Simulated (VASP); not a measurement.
SnTe: single point with PBEsol

The system is SnTe.

```xyz
2
Lattice="0.0000 3.2354 3.0776 3.2354 0.0000 3.0776 3.2354 3.2354 0.0000" Properties=species:S:1:pos:R:3 pbc="T T T"
Sn    0.0000    0.0000    0.0000
Te    3.2354    3.2354    3.0776
```

This cell differs from its parent crystal: strain +0.025 along x and y, -0.025 along z.

```
Program                : VASP 6.6.1
Task                   : single point
Functional             : PBEsol
Potentials or basis    : VASP PAW PBE potentials, release 64 (Sn_d, Te)
Cutoff                 : 500 eV
k mesh                 : 10 × 10 × 10
Occupations            : gaussian, width 0.03 eV
Spin                   : no spin polarisation
Dipole correction      : no
Further INCAR settings : ALGO = Normal; EDIFF = 1e-06; NBANDS = 17
```

The pressure is -1.3 GPa. The band gap on the k mesh is 0.18 eV.

Stress tensor (GPa, compression positive):
```
-3.37  0.00  0.00
 0.00 -3.37  0.00
 0.00  0.00  2.97
```

Levels at points of the mesh, in eV from the valence-band top:
```tsv
k point	band 8	band 9	band 10	band 11	band 12	band 13
(0.00, 0.00, 0.00)	-2.33	-1.78	-1.78	2.97	2.97	4.20
(0.50, 0.00, 0.00)	-1.69	-1.60	0.00	0.18	0.38	0.67
(0.50, 0.50, 0.00)	-5.38	-3.60	-3.60	2.22	4.74	4.74
(0.50, 0.00, 0.50)	-5.27	-3.76	-3.19	2.36	4.30	5.61
```

It took 50 s on 1 thread of AMD EPYC 9R45 96-Core Processor (Zen 5) (shared host), peak memory 0.24 GiB.

Caveat: the cell differs from its parent crystal (strain +0.025 along x and y, -0.025 along z); the stress differs along the axes, from -3 to 3 GPa; semilocal functionals underestimate gaps, and a narrow one can read as zero; the PAW data sets were made with another functional, which shifts forces and pressure a little; spin-orbit coupling is left out, which moves the levels of the heavy elements. A k mesh can miss the band edges.
